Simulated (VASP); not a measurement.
Here is a VASP 6.6.1 calculation.

File INCAR:

```
SYSTEM = Si
PREC     = Accurate       ! precision mode
ENCUT    = 500            ! plane-wave cutoff, eV
EDIFF    = 1E-6           ! SCF threshold, eV
ISMEAR   = 0              ! smearing method
SIGMA    = 0.05           ! smearing width, eV
LREAL    = .FALSE.        ! projectors in reciprocal space
LASPH    = .TRUE.         ! aspherical terms in the spheres
NELM     = 120            ! most SCF steps
ALGO     = Normal         ! electronic algorithm
ISIF     = 2              ! what is computed and relaxed
LWAVE    = .FALSE.        ! write WAVECAR
LCHARG   = .FALSE.        ! write CHGCAR
GGA      = PE             ! functional
NBANDS   = 16             ! bands
GGA_COMPAT= .FALSE.
```

The input KPOINTS:

```
regular mesh
0
G
  8 8 6
  0 0 0
```

File POSCAR:

```
Si
1.0
    0.0000000000     -2.7120622449     -2.7120622449
    0.0000000000      2.7120622449     -2.7120622449
    5.4241244898      0.0000000000      0.0000000000
Si
4
Direct
    0.5059494685      0.5219083380      0.0000000000
   -0.0059494685     -0.0219083380      0.5000000000
    1.0059494685      0.4780916620      0.2500000000
    0.4940505315      0.0219083380      0.7500000000
```

Potentials or basis: VASP PAW PBE potentials, release 64 (Si).

The run is started by

```console
$ cat potpaw_PBE.64/Si/POTCAR > POTCAR
$ mpirun -np 1 vasp_std > vasp.out
```

Problem. Predict the pressure.

Solution. 2.0 GPa.

Problem. What does it give for the band gap on the k mesh?

Solution. 0.56 eV (least direct gap 0.69 eV).

Problem. What does it give for the largest force?

Solution. 0.192 eV/Å.

Forces on the atoms (eV/Å):
```
Si   0.061 -0.093  0.156
Si   0.061  0.093 -0.156
Si  -0.061  0.156 -0.093
Si  -0.061 -0.156  0.093
```

Caveat: semilocal functionals underestimate gaps, and a narrow one can read as zero. A k mesh can miss the band edges.
